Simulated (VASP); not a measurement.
Ge, 2 atoms in the cell. Symmetry: Fd-3m, No. 227, cubic system. The conventional cell has a = 5.761 Å, b = 5.761 Å, c = 5.761 Å, α = 90.00°, β = 90.00°, γ = 90.00°. Ge (site symmetry -43m) has 4 Ge at 2.49 Å within 3.3 Å. 

```yaml
Program: VASP 6.6.1
Task: relaxation of cell and atoms
Functional: r2SCAN
Potentials_or_basis: VASP PAW PBE potentials, release 64 (Ge_d)
Cutoff: 600 eV
k_mesh: 8 × 8 × 8
Occupations: fermi-dirac, width 0.02 eV
Spin: no spin polarisation
Dipole_correction: no
Further_INCAR_settings: ALGO = Normal; EDIFF = 1e-06; IBRION = 2; EDIFFG = -0.005; NSW = 80; ISIF = 3
```

Potentials or basis: VASP PAW PBE potentials, release 64 (Ge_d).

The run is started by

```sh
$ cat potpaw_PBE.64/Ge_d/POTCAR > POTCAR
$ cp INCAR.step1 INCAR
$ mpirun -np 1 vasp_std > vasp.out
$ cp INCAR.step2 INCAR
$ mpirun -np 1 vasp_std > vasp.out
```

Hardware: 1 thread of Intel(R) Xeon(R) 6975P-C (Granite Rapids) (shared host).

Task: How long does it take, and how much memory?

Result: It took 4.1 min on 1 thread of Intel(R) Xeon(R) 6975P-C (Granite Rapids) (shared host), peak memory 0.23 GiB. Counts: k points 29, ion steps 7.
